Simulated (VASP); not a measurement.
A run of VASP 6.6.1:

Contents of INCAR:

```
SYSTEM = Fe
AGGAC = 1.0 ; AGGAX = 1.0
ALDAC = 0.0 ; ALDAX = 1.0
ALGO = Normal ; EDIFF = 1E-7
ENCUT = 520 ; GGA = B5
ISIF = 2 ; ISMEAR = -1
ISPIN = 2 ; LASPH = .TRUE.
LCHARG = .FALSE. ; LMAXMIX = 4
LORBIT = 11 ; LREAL = .FALSE.
LWAVE = .FALSE. ; MAGMOM = 2.267
NBANDS = 14 ; NELM = 150
PREC = Accurate ; SIGMA = 0.05
```

KPOINTS

```
k-points
0
G
  25 25 25
  0 0 0
```

File POSCAR:

```
Fe
1.0
   -1.4928133334      1.4928133334      1.4928133334
    1.4928133334     -1.4928133334      1.4928133334
    1.4928133334      1.4928133334     -1.4928133334
Fe
1
Direct
    0.0000000000      0.0000000000      0.0000000000
```

Potentials or basis: VASP PAW PBE potentials, release 64 (Fe).

Command:

```console
$ cat potpaw_PBE.64/Fe/POTCAR > POTCAR
$ mpirun -np 1 vasp_std > vasp.out
```

Hardware: 1 thread of Intel(R) Xeon(R) 6975P-C (Granite Rapids), on a shared host.

How long does it take, and how much memory?

Run time: 87 s on 1 thread of Intel(R) Xeon(R) 6975P-C (Granite Rapids) (shared host), peak memory 0.23 GiB. Counts: scf iterations 15, k points 455.
